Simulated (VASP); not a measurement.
Write the native input for VASP 6.6.1 that does the following.

- Task: single point
- Functional: PBEsol
- Potentials or basis: VASP PAW PBE potentials, release 64 (Al, N)
- Cutoff: 600 eV
- k mesh: 8 × 8 × 8
- Occupations: gaussian, width 0.01 eV
- Spin: no spin polarisation
- Dipole correction: no
- Further INCAR settings: ALGO = Normal; EDIFF = 1e-06; NBANDS = 11

The structure of AlN lies in POSCAR:

```
AlN
1.0
    0.0000000000      2.1773538202      2.2215202633
    2.1773538202      0.0000000000      2.2215202633
    2.1773538202      2.1773538202      0.0000000000
Al N
1 1
Direct
    0.0000000000      0.0000000000      0.0000000000
    0.2500000000      0.2500000000      0.2500000000
```

The input as run:

INCAR

```
SYSTEM = AlN
PREC = Accurate
ENCUT = 600
EDIFF = 1E-6
ISMEAR = 0
SIGMA = 0.01
LREAL = .FALSE.
LASPH = .TRUE.
NELM = 120
ALGO = Normal
ISIF = 2
LWAVE = .FALSE.
LCHARG = .FALSE.
GGA = PS
NBANDS = 11
GGA_COMPAT = .FALSE.
```

KPOINTS

```
regular mesh
0
G
  8 8 8
  0 0 0
```

Potentials or basis: VASP PAW PBE potentials, release 64 (Al, N).

Run with:

```bash
$ cat potpaw_PBE.64/Al/POTCAR potpaw_PBE.64/N/POTCAR > POTCAR
$ mpirun -np 1 vasp_std > vasp.out
```

Results of the run:

| Item | Value |
| --- | --- |
| Pressure | -1.1 GPa |
| Band gap on the k mesh | 3.12 eV (least direct gap 4.01 eV) |

Caveat: the PAW data sets were made with another functional, which shifts forces and pressure a little.

Run time: 8.9 s on 1 thread of Intel(R) Xeon(R) Platinum 8488C (Sapphire Rapids), on a shared host, peak memory 0.15 GiB.
